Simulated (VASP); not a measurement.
# In2BiP (P-4m2) in VASP: a series of runs

The runs below take In2BiP through single point, with PBE.

All numbers are computed with VASP 6.6.1; they aren't measurements. Logs are shortened: lines on timing, memory, paths and dates and some standing lists are left out, and cuts for length are marked.

## Step 1: The cell of the first run

The structure is tetragonal, space group P-4m2 (No. 115). Conventional cell: a = 4.417 Å, b = 4.417 Å, c = 6.318 Å, α = 90.00°, β = 90.00°, γ = 90.00°. P (site symmetry -4m2) has 4 In at 2.60 Å within 3.4 Å. In (site symmetry 2mm) has 2 P at 2.60 Å and 2 Bi at 2.84 Å within 3.4 Å. Within 3.7 Å of Bi (site symmetry -4m2) lie 4 In at 2.84 Å.

## Step 2: Single point, PBE (volume changed by -6%)

Input file INCAR:

```
ALGO = Normal ; EDIFF = 1E-7
ENCUT = 520 ; GGA = PE
ISIF = 2 ; ISMEAR = -1
LASPH = T ; LCHARG = F
LREAL = F ; LWAVE = F
NBANDS = 31 ; NELM = 100
PREC = Accurate ; SIGMA = 0.02
```

Input file KPOINTS:

```
k-points
0
Gamma
  6 6 4
```

Input file POSCAR:

```
In2BiP
1.0
    4.4172657895      0.0000000000      0.0000000000
    0.0000000000      4.4172657895      0.0000000000
    0.0000000000      0.0000000000      6.3180346921
P In Bi
1 2 1
Direct
    0.0000000000      0.0000000000      0.0000000000
    0.0000000000      0.5000000000      0.7820975152
    0.5000000000      0.0000000000      0.2179024848
    0.5000000000      0.5000000000      0.5000000000
```

Potentials or basis: VASP PAW PBE potentials, release 64 (P, In_d, Bi_d).

Launch:

```
$ cat potpaw_PBE.64/P/POTCAR potpaw_PBE.64/In_d/POTCAR potpaw_PBE.64/Bi_d/POTCAR > POTCAR
$ mpirun -np 1 vasp_std > vasp.out
```

OUTCAR:

```text
EDIFF = 1E-7
   ENCUT = 520
   GGA = PE
   ISIF = 2
   ISMEAR = -1
   LASPH = T
   LREAL = F
   NELM = 100
   PREC = Accurate

 ion  position               nearest neighbor table
   1  0.000  0.000  0.000-   2 2.60   3 2.60   2 2.60   3 2.60
   2  0.000  0.500  0.782-   1 2.60   1 2.60   4 2.84   4 2.84
   3  0.500  0.000  0.218-   1 2.60   1 2.60   4 2.84   4 2.84
   4  0.500  0.500  0.500-   2 2.84   3 2.84   3 2.84   2 2.84

  LATTYP: Found a simple tetragonal cell.
 ALAT       =     4.4172657895
 C/A-ratio  =     1.4303043994

  Lattice vectors:

 A1 = (   4.4172657895,   0.0000000000,   0.0000000000)
 A2 = (   0.0000000000,   4.4172657895,   0.0000000000)
 A3 = (   0.0000000000,   0.0000000000,   6.3180346921)

Analysis of symmetry for initial positions (statically):
=====================================================================
 Subroutine PRICEL returns:
 Original cell was already a primitive cell.

 Routine SETGRP: Setting up the symmetry group for a
 simple tetragonal supercell.

 Subroutine GETGRP returns: Found  8 space group operations
 (whereof  8 operations were pure point group operations)
 out of a pool of 16 trial point group operations.

The static configuration has the point symmetry D_2d.

Analysis of symmetry for dynamics (positions and initial velocities):
=====================================================================
 Subroutine PRICEL returns:
 Original cell was already a primitive cell.

 Routine SETGRP: Setting up the symmetry group for a
 simple tetragonal supercell.

 Subroutine GETGRP returns: Found  8 space group operations
 (whereof  8 operations were pure point group operations)
 out of a pool of 16 trial point group operations.

The dynamic configuration has the point symmetry D_2d.

 Subroutine INISYM returns: Found  8 space group operations
 (whereof  8 operations are pure point group operations),
 and found     1 'primitive' translations

----------------------------------------------------------------------------------------

                                     Primitive cell

  volume of cell :     123.2790

  direct lattice vectors                    reciprocal lattice vectors
     4.417265790  0.000000000  0.000000000     0.226384385  0.000000000  0.000000000
     0.000000000  4.417265790  0.000000000     0.000000000  0.226384385  0.000000000
     0.000000000  0.000000000  6.318034692     0.000000000  0.000000000  0.158277067

  length of vectors
     4.417265790  4.417265790  6.318034692     0.226384385  0.226384385  0.158277067

  position of ions in fractional coordinates (direct lattice)
     0.000000000  0.000000000  0.000000000
     0.000000000  0.500000000  0.782097515
     0.500000000  0.000000000  0.217902485
     0.500000000  0.500000000  0.500000000

  ion indices of the primitive-cell ions
   primitive index   ion index
                 1           1
                 2           2
                 3           3
                 4           4

----------------------------------------------------------------------------------------

 KPOINTS: k-points

Automatic generation of k-mesh.
 Grid dimensions read from file:
 generate k-points for:    6    6    4

 Generating k-lattice:

  Cartesian coordinates                     Fractional coordinates (reciprocal lattice)
     0.037730731  0.000000000  0.000000000     0.166666667  0.000000000  0.000000000
     0.000000000  0.037730731  0.000000000     0.000000000  0.166666667  0.000000000
     0.000000000  0.000000000  0.039569267     0.000000000  0.000000000  0.250000000

  Length of vectors
     0.037730731  0.037730731  0.039569267

  Shift w.r.t. Gamma in fractional coordinates (k-lattice)
     0.000000000  0.000000000  0.000000000

 Subroutine IBZKPT returns following result:
 ===========================================

 Found     30 irreducible k-points:

 Following reciprocal coordinates:
            Coordinates               Weight
  0.000000  0.000000  0.000000      1.000000
  0.166667  0.000000  0.000000      4.000000
  0.333333  0.000000  0.000000      4.000000
  0.500000  0.000000  0.000000      2.000000
  0.166667  0.166667  0.000000      4.000000
  0.333333  0.166667  0.000000      8.000000
[... 16 lines left out ...]
  0.333333  0.000000  0.500000      4.000000
  0.500000  0.000000  0.500000      2.000000
 [... further k-points ...]
   k-points           NKPTS =     30   k-points in BZ     NKDIM =     30   number of bands    NBANDS=     31
   number of dos      NEDOS =    301   number of ions     NIONS =      4
   total plane-waves  NPLWV =  62208
   dimension x,y,z NGX =    36 NGY =   36 NGZ =   48
   dimension x,y,z NGXF=    72 NGYF=   72 NGZF=   96
   ions per type =               1   2   1
   NGX,Y,Z   is equivalent  to a cutoff of  13.55, 13.55, 12.63 a.u.
   NGXF,Y,Z  is equivalent  to a cutoff of  27.10, 27.10, 25.26 a.u.
 SYSTEM =  unknown system
   PREC   = accura    normal or accurate (medium, high low for compatibility)
[... 39 lines left out ...]
 non-spin polarized calculation
  energy-cutoff  :      520.00
  volume of cell :      123.28
 maximum number of plane-waves:      3364
 NGX is ok and might be reduce to    36
   NGX = 17   NGY = 17   NGZ = 23

 number of electron      45.9999997 magnetization

 Free energy of the ion-electron system (eV)
  ---------------------------------------------------
  ext. energy  EPLUGINS =         0.00000000
  ---------------------------------------------------
  free energy    TOTEN  =       -14.44083751 eV

  energy without entropy =      -14.44026478  energy(sigma->0) =      -14.44055115

 E-fermi :   5.3957     XC(G=0):  -8.9734

 val. band max:        5.3931093347   @ k =   0.0000   0.0000   0.0000
 cond. band min:       5.4733708826   @ k =   0.5000   0.0000   0.5000
 fundamental gap:      0.0802615479
 Fermi energy:         5.3956658579

 k-point     1 :       0.0000    0.0000    0.0000
  band No.  band energies     occupation
      1     -16.9832      2.00000
      2     -16.9832      2.00000
      3     -16.9607      2.00000
      4     -16.9574      2.00000
      5     -16.9163      2.00000
      6      -9.5437      2.00000
[... 23 lines left out ...]
     30      11.4214      0.00000
     31      13.2117      0.00000

 k-point     2 :       0.1667    0.0000    0.0000
  band No.  band energies     occupation
      1     -16.9837      2.00000
      2     -16.9833      2.00000
      3     -16.9590      2.00000
      4     -16.9553      2.00000
      5     -16.9171      2.00000
      6      -9.5362      2.00000
[... 23 lines left out ...]
     30      12.0680      0.00000
     31      12.1229      0.00000

 k-point     3 :       0.3333    0.0000    0.0000
  band No.  band energies     occupation
      1     -16.9845      2.00000
      2     -16.9834      2.00000
      3     -16.9577      2.00000
      4     -16.9489      2.00000
      5     -16.9188      2.00000
      6      -9.5208      2.00000
[... 23 lines left out ...]
     30      11.0292      0.00000
     31      11.3500      0.00000

 k-point     4 :       0.5000    0.0000    0.0000
  band No.  band energies     occupation
      1     -16.9849      2.00000
      2     -16.9834      2.00000
      3     -16.9573      2.00000
      4     -16.9455      2.00000
      5     -16.9196      2.00000
      6      -9.5038      2.00000
[... 23 lines left out ...]
     30      10.5274      0.00000
     31      10.6424      0.00000

 k-point     5 :       0.1667    0.1667    0.0000
  band No.  band energies     occupation
      1     -16.9837      2.00000
      2     -16.9837      2.00000
      3     -16.9558      2.00000
      4     -16.9546      2.00000
      5     -16.9180      2.00000
      6      -9.5316      2.00000
[... 23 lines left out ...]
     30      10.8753      0.00000
     31      11.5081      0.00000
[... 542 lines left out ...]
     30      10.9641      0.00000
     31      10.9675      0.00000

 k-point    22 :       0.1667    0.0000    0.5000
  band No.  band energies     occupation
      1     -16.9837      2.00000
      2     -16.9832      2.00000
      3     -16.9590      2.00000
      4     -16.9552      2.00000
      5     -16.9171      2.00000
      6      -9.5008      2.00000
[... 23 lines left out ...]
     30      10.5012      0.00000
     31      10.6689      0.00000

 k-point    23 :       0.3333    0.0000    0.5000
  band No.  band energies     occupation
      1     -16.9846      2.00000
      2     -16.9833      2.00000
      3     -16.9577      2.00000
      4     -16.9488      2.00000
      5     -16.9187      2.00000
      6      -9.4983      2.00000
[... 23 lines left out ...]
     30      10.4593      0.00000
     31      12.0996      0.00000

 k-point    24 :       0.5000    0.0000    0.5000
  band No.  band energies     occupation
      1     -16.9850      2.00000
      2     -16.9833      2.00000
      3     -16.9573      2.00000
      4     -16.9454      2.00000
      5     -16.9196      2.00000
      6      -9.5018      2.00000
[... 23 lines left out ...]
     30      10.8784      0.00000
     31      12.0093      0.00000

 [... further k-points ...]
[... 5 lines left out ...]
  --------------------------------------------------------------------------------------
  -------------------------------------------------------------------------------------
  Total        2.2260206      2.2260206      2.2388427      0.0000000      0.0000000      0.0000000
  in kB       28.9301499     28.9301499     29.0967910      0.0000000      0.0000000      0.0000000
  external PRESSURE =      28.9856969 kB  Pullay stress =       0.0000000 kB

 VOLUME and BASIS-vectors are now :
 -----------------------------------------------------------------------------
  energy-cutoff  :      520.00
  volume of cell :      123.28
      direct lattice vectors                 reciprocal lattice vectors
     4.417265790  0.000000000  0.000000000     0.226384385  0.000000000  0.000000000
     0.000000000  4.417265790  0.000000000     0.000000000  0.226384385  0.000000000
     0.000000000  0.000000000  6.318034692     0.000000000  0.000000000  0.158277067

 POSITION                                       TOTAL-FORCE (eV/Angst)
 -----------------------------------------------------------------------------------
      0.00000      0.00000      0.00000         0.000000     -0.000000     -0.000000
      0.00000      2.20863      4.94132         0.000000      0.000000      0.046621
      2.20863      0.00000      1.37672         0.000000      0.000000     -0.046621
      2.20863      2.20863      3.15902         0.000000      0.000000     -0.000000
 -----------------------------------------------------------------------------------
    total drift:                                0.000000      0.000000      0.000000

  FREE ENERGIE OF THE ION-ELECTRON SYSTEM (eV)
  ---------------------------------------------------
  free  energy   TOTEN  =       -14.4408375104 eV

  energy  without entropy=      -14.4402647799  energy(sigma->0) =      -14.44055115
```

It took 41 s on 1 thread of Intel Xeon 6975P-C (Granite Rapids), shared host; peak memory 0.3 GiB.

Results:

- Free energy: -14.4408 eV
- Pressure: 2.9 GPa
- Largest force: 0.047 eV/Å
- Band gap on the k mesh: zero (filled and empty bands touch)

Forces in eV/Å, atoms in the order of the input:
```
P    0.000  0.000  0.000
In   0.000  0.000  0.047
In   0.000  0.000 -0.047
Bi   0.000  0.000  0.000
```

Levels at points of the mesh, in eV from the Fermi level:
| k point | band 21 | band 22 | band 23 | band 24 | band 25 | band 26 |
| --- | --- | --- | --- | --- | --- | --- |
| (0.00, 0.00, 0.00) | -1.04 | -0.37 | 0.00 | 0.00 | 1.19 | 1.24 |
| (0.50, 0.00, 0.00) | -2.94 | -2.10 | -0.47 | 1.31 | 2.48 | 3.67 |
| (0.50, 0.50, 0.00) | -2.52 | -2.52 | -2.17 | 0.44 | 1.40 | 1.40 |
| (0.00, 0.00, 0.50) | -2.43 | -0.88 | -0.88 | 1.05 | 1.50 | 2.56 |
| (0.50, 0.00, 0.50) | -1.36 | -1.25 | -0.36 | 0.08 | 0.42 | 3.54 |
| (0.50, 0.50, 0.50) | -3.11 | -3.11 | -2.99 | 3.31 | 3.31 | 3.70 |

Caveat: the cell differs from its parent crystal (volume changed by -6%); spin-orbit coupling is left out, which moves the levels of the heavy elements.

## Step 3: Single point, PBE

This run uses another cell than the first one, of 31.65 Å³/atom, 1.027 times its volume.

Input file INCAR:

```
PREC     = Accurate       # precision mode
ENCUT    = 520            # plane-wave cutoff, eV
EDIFF    = 1E-6           # SCF threshold, eV
ISMEAR   = -1             # smearing method
SIGMA    = 0.02           # smearing width, eV
LREAL    = F              # projectors in reciprocal space
LASPH    = T              # aspherical terms in the spheres
NELM     = 100            # most SCF steps
ALGO     = Normal         # electronic algorithm
ISIF     = 2              # what is computed and relaxed
LWAVE    = F              # write WAVECAR
LCHARG   = T              # write CHGCAR
GGA      = PE             # functional
LELF     = T              # ELF
LVHAR    = T            
NBANDS   = 31             # bands
```

Input file KPOINTS:

```
regular mesh
0
Gamma
  6 6 4
```

Input file POSCAR:

```
In2BiP
1.0
    4.4589491389      0.0000000000      0.0000000000
    0.0000000000      4.4589491389      0.0000000000
    0.0000000000      0.0000000000      6.3674688206
P In Bi
1 2 1
Direct
    0.0000000000      0.0000000000      0.0000000000
    0.0000000000      0.5000000000      0.7814219074
    0.5000000000      0.0000000000      0.2185780926
    0.5000000000      0.5000000000      0.5000000000
```

Potentials or basis: VASP PAW PBE potentials, release 64 (P, In_d, Bi_d).

Launch:

```
$ cat potpaw_PBE.64/P/POTCAR potpaw_PBE.64/In_d/POTCAR potpaw_PBE.64/Bi_d/POTCAR > POTCAR
$ mpirun -np 1 vasp_std > vasp.out
```

Run time: 38 s. Hardware: 1 thread of Intel Xeon 6975P-C (Granite Rapids), shared host; peak memory 0.3 GiB.

The run converged. Its results:

```
Free energy            : -14.4871 eV
Pressure               : 1.5 GPa
Largest force          : 0.067 eV/Å
Band gap on the k mesh : zero (filled and empty bands touch)
```

Forces in eV/Å, atoms in the order of the input:
```
P    0.000  0.000  0.000
In   0.000  0.000  0.067
In   0.000  0.000 -0.067
Bi   0.000  0.000  0.000
```

Levels at points of the mesh, in eV from the Fermi level:
| k point | band 19 | band 20 | band 21 | band 22 | band 23 | band 24 | band 25 | band 26 | band 27 | band 28 |
| --- | --- | --- | --- | --- | --- | --- | --- | --- | --- | --- |
| (0.00, 0.00, 0.00) | -2.66 | -2.66 | -1.14 | -0.35 | 0.00 | 0.00 | 1.22 | 1.28 | 3.21 | 3.21 |
| (0.50, 0.00, 0.00) | -4.93 | -2.98 | -2.82 | -2.01 | -0.45 | 1.29 | 2.39 | 3.69 | 3.96 | 4.53 |
| (0.50, 0.50, 0.00) | -6.01 | -2.75 | -2.42 | -2.42 | -2.09 | 0.53 | 1.42 | 1.42 | 1.73 | 6.90 |
| (0.00, 0.00, 0.50) | -4.05 | -2.33 | -2.33 | -0.84 | -0.84 | 1.06 | 1.55 | 2.51 | 2.54 | 5.21 |
| (0.50, 0.00, 0.50) | -5.52 | -1.99 | -1.29 | -1.20 | -0.34 | 0.06 | 0.39 | 3.57 | 3.73 | 4.21 |
| (0.50, 0.50, 0.50) | -5.89 | -3.00 | -2.99 | -2.99 | -2.87 | 3.24 | 3.24 | 3.72 | 3.91 | 3.99 |

Caveat: spin-orbit coupling is left out, which moves the levels of the heavy elements.

## Step 4: Single point, PBE (volume changed by -3%)

Input file INCAR:

```
PREC     = Accurate       # precision mode
ENCUT    = 520            # plane-wave cutoff, eV
EDIFF    = 1E-6           # SCF threshold, eV
ISMEAR   = -1             # smearing method
SIGMA    = 0.02           # smearing width, eV
LREAL    = False          # projectors in reciprocal space
LASPH    = True           # aspherical terms in the spheres
NELM     = 80             # most SCF steps
ALGO     = Normal         # electronic algorithm
ISIF     = 2              # what is computed and relaxed
LWAVE    = False          # write WAVECAR
LCHARG   = False          # write CHGCAR
GGA      = PE             # functional
NBANDS   = 31             # bands
```

Input file KPOINTS:

```
Automatic mesh
0
Gamma
  6 6 4
```

Input file POSCAR:

```
In2BiP
1.0
    4.4637667414      0.0000000000      0.0000000000
    0.0000000000      4.4637667414      0.0000000000
    0.0000000000      0.0000000000      6.3845452081
P In Bi
1 2 1
Direct
    0.0000000000      0.0000000000      0.0000000000
    0.0000000000      0.5000000000      0.7820975152
    0.5000000000      0.0000000000      0.2179024848
    0.5000000000      0.5000000000      0.5000000000
```

Launch:

```
$ cat potpaw_PBE.64/P/POTCAR potpaw_PBE.64/In_d/POTCAR potpaw_PBE.64/Bi_d/POTCAR > POTCAR
$ mpirun -np 1 vasp_std > vasp.out
```

Run time: 38 s. Hardware: 1 thread of Intel Xeon 6975P-C (Granite Rapids), shared host; peak memory 0.3 GiB.

The run converged. Its results:

* Free energy: -14.4931 eV
* Pressure: 1.3 GPa
* Largest force: 0.020 eV/Å
* Band gap on the k mesh: zero (filled and empty bands touch)

Forces on the atoms (eV/Å):
```
P    0.000  0.000  0.000
In   0.000  0.000  0.020
In   0.000  0.000 -0.020
Bi   0.000  0.000  0.000
```

Levels at points of the mesh, in eV from the Fermi level:
```
           k point  band 21  band 22  band 23  band 24  band 25  band 26
(0.00, 0.00, 0.00)    -1.17    -0.36     0.00     0.00     1.21     1.28
(0.50, 0.00, 0.00)    -2.81    -2.01    -0.43     1.28     2.38     3.67
(0.50, 0.50, 0.00)    -2.41    -2.41    -2.08     0.51     1.41     1.41
(0.00, 0.00, 0.50)    -2.33    -0.82    -0.82     1.05     1.54     2.50
(0.50, 0.00, 0.50)    -1.30    -1.20    -0.33     0.04     0.37     3.55
(0.50, 0.50, 0.50)    -2.98    -2.98    -2.85     3.20     3.20     3.72
```

Caveat: the cell differs from its parent crystal (volume changed by -3%); spin-orbit coupling is left out, which moves the levels of the heavy elements.

## Step 5: Single point, PBE

This run uses another cell than the first one, of 32.79 Å³/atom, 1.064 times its volume.

Input file INCAR:

```
SYSTEM = In2BiP
  PREC = Accurate
  ENCUT = 520
  EDIFF = 1E-7
  ISMEAR = -1
  SIGMA = 0.02
  LREAL = .False.
  LASPH = .True.
  NELM = 100
  ALGO = Normal
  ISIF = 2
  LWAVE = .False.
  LCHARG = .False.
  GGA = PE
  NBANDS = 31
```

Input file KPOINTS:

```
Automatic mesh
0
Gamma
  6 6 4
  0 0 0
```

Input file POSCAR:

```
In2BiP
1.0
    4.5093185277      0.0000000000      0.0000000000
    0.0000000000      4.5093185277      0.0000000000
    0.0000000000      0.0000000000      6.4496981285
P In Bi
1 2 1
Direct
    0.0000000000      0.0000000000      0.0000000000
    0.0000000000      0.5000000000      0.7820975152
    0.5000000000      0.0000000000      0.2179024848
    0.5000000000      0.5000000000      0.5000000000
```

Launch:

```
$ cat potpaw_PBE.64/P/POTCAR potpaw_PBE.64/In_d/POTCAR potpaw_PBE.64/Bi_d/POTCAR > POTCAR
$ mpirun -np 1 vasp_std > vasp.out
```

Run time: 46 s. Hardware: 1 thread of Intel Xeon 6975P-C (Granite Rapids), shared host; peak memory 0.3 GiB.

The run converged. Its results:

- Free energy: -14.5094 eV
- Pressure: 0.0 GPa
- Band gap on the k mesh: zero (filled and empty bands touch)

Levels at points of the mesh, in eV from the Fermi level:
```
           k point  band 20  band 21  band 22  band 23  band 24  band 25  band 26  band 27
(0.00, 0.00, 0.00)    -2.54    -1.29    -0.34     0.01     0.01     1.24     1.33     3.21
(0.50, 0.00, 0.00)    -2.84    -2.68    -1.93    -0.40     1.25     2.28     3.68     3.89
(0.50, 0.50, 0.00)    -2.62    -2.30    -2.30    -1.98     0.59     1.42     1.42     1.79
(0.00, 0.00, 0.50)    -2.23    -2.23    -0.77    -0.77     1.05     1.57     2.46     2.47
(0.50, 0.00, 0.50)    -1.91    -1.23    -1.15    -0.30     0.02     0.33     3.57     3.72
(0.50, 0.50, 0.50)    -2.85    -2.84    -2.84    -2.71     3.11     3.11     3.73     3.87
```

Caveat: spin-orbit coupling is left out, which moves the levels of the heavy elements.

## Step 6: Overview

| cell | gap on the mesh (eV) | pressure (GPa) | largest force (eV/Å) |
| --- | --- | --- | --- |
| a = 4.417, b = 4.417, c = 6.318 Å, 4 atoms | none | 2.9 | 0.05 |
| a = 4.459, b = 4.459, c = 6.367 Å, 4 atoms | none | 1.5 | 0.07 |
| a = 4.464, b = 4.464, c = 6.385 Å, 4 atoms | none | 1.3 | 0.02 |
| a = 4.509, b = 4.509, c = 6.450 Å, 4 atoms | none | 0.0 | - |

Alike in all rows: task single point; level PBE; potentials or basis VASP PAW PBE potentials, release 64 (P, In_d, Bi_d); no spin polarisation; k mesh 6 × 6 × 4; cutoff (eV) 520; smearing fermi-dirac 0.02 eV.

Caveats: spin-orbit coupling is left out, which moves the levels of the heavy elements.

Absolute energies hang on the potentials; compare differences alone.
